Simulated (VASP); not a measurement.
Set up this calculation in VASP 6.6.1, as the native input.

```yaml
Task: single point
Functional: LDA
Potentials_or_basis: VASP PAW LDA potentials, release 64 (Sn_d)
Cutoff: 520 eV
k_mesh: 14 × 14 × 14
Occupations: fermi-dirac, width 0.1 eV
Spin: no spin polarisation
Dipole_correction: no
Further_INCAR_settings: ALGO = Normal; EDIFF = 1e-06; NBANDS = 21
```

The structure of Sn lies in POSCAR:

```
Sn
1.0
    0.0000000000      3.2380799619      3.2380799619
    3.2380799619      0.0000000000      3.2380799619
    3.2380799619      3.2380799619      0.0000000000
Sn
2
Direct
    0.5000000000      0.5000000000      0.5000000000
    0.7500000000      0.7500000000      0.7500000000
```

This isn't the form of Sn at room conditions, which is tetragonal (white tin).

These files were run (other wordings do the same):

INCAR

```
PREC     = Accurate       # precision mode
ENCUT    = 520            # plane-wave cutoff, eV
EDIFF    = 1E-6           # SCF threshold, eV
ISMEAR   = -1             # smearing method
SIGMA    = 0.1            # smearing width, eV
LREAL    = False          # projectors in reciprocal space
LASPH    = True           # aspherical terms in the spheres
NELM     = 80             # most SCF steps
ALGO     = Normal         # electronic algorithm
ISIF     = 2              # what is computed and relaxed
LWAVE    = False          # write WAVECAR
LCHARG   = False          # write CHGCAR
NBANDS   = 21             # bands
```

KPOINTS

```
regular mesh
0
Gamma
  14 14 14
```

Potentials or basis: VASP PAW LDA potentials, release 64 (Sn_d).

Run with:

```sh
$ cat potpaw_LDA.64/Sn_d/POTCAR > POTCAR
$ mpirun -np 1 vasp_std > vasp.out
```

It gave:

```yaml
Pressure: 0.0 GPa
Band_gap_on_the_k_mesh: zero (bands 14 and 15 overlap by 0.17 eV)
```

Caveat: spin-orbit coupling is left out, which moves the levels of the heavy elements.

It took 5 min on 1 thread of AMD EPYC 7R13 (shared host), peak memory 0.22 GiB.
